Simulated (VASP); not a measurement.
Here is a VASP 6.6.1 calculation.

File INCAR:

```
PREC     = Accurate       # precision mode
ENCUT    = 600            # plane-wave cutoff, eV
EDIFF    = 1E-6           # SCF threshold, eV
ISMEAR   = 0              # smearing method
SIGMA    = 0.1            # smearing width, eV
LREAL    = False          # projectors in reciprocal space
LASPH    = True           # aspherical terms in the spheres
NELM     = 100            # most SCF steps
ALGO     = Fast           # electronic algorithm
ISIF     = 3              # what is computed and relaxed
LWAVE    = False          # write WAVECAR
LCHARG   = False          # write CHGCAR
GGA      = PE             # functional
IBRION   = 2              # ionic algorithm
NSW      = 80             # ionic steps
EDIFFG   = -0.001         # ionic threshold
```

KPOINTS

```
regular mesh
0
Gamma
  12 12 2
```

POSCAR

```
Mg5Te3
1.0
    4.1388870928      0.0000000000      0.0000000000
   -2.0694435464      3.5843813658      0.0000000000
    0.0000000000      0.0000000000     15.1381490887
Mg Te
5 3
Direct
    0.6666666667      0.3333333333      0.6547060001
    0.0000000000      0.0000000000      0.5000000000
    0.3333333333      0.6666666667      0.3452939999
    0.3333333333      0.6666666667      0.1150333344
    0.6666666667      0.3333333333      0.8849666656
    0.3333333333      0.6666666667      0.7684998166
    0.6666666667      0.3333333333      0.2315001834
    0.0000000000      0.0000000000      0.0000000000
```

Potentials or basis: VASP PAW PBE potentials, release 64 (Mg, Te).

Launch:

```sh
$ cat potpaw_PBE.64/Mg/POTCAR potpaw_PBE.64/Te/POTCAR > POTCAR
$ mpirun -np 1 vasp_std > vasp.out
```

(1) What does it give for the band gap on the k mesh?

(2) What does it give for the relaxed cell?

Answers

(1) zero (bands 14 and 15 overlap by 0.59 eV).

(2) a = 4.139 Å, b = 4.139 Å, c = 15.103 Å, α = 90.00°, β = 90.00°, γ = 120.00°.

Caveat: semilocal functionals underestimate gaps, and a narrow one can read as zero; spin-orbit coupling is left out, which moves the levels of the heavy elements.
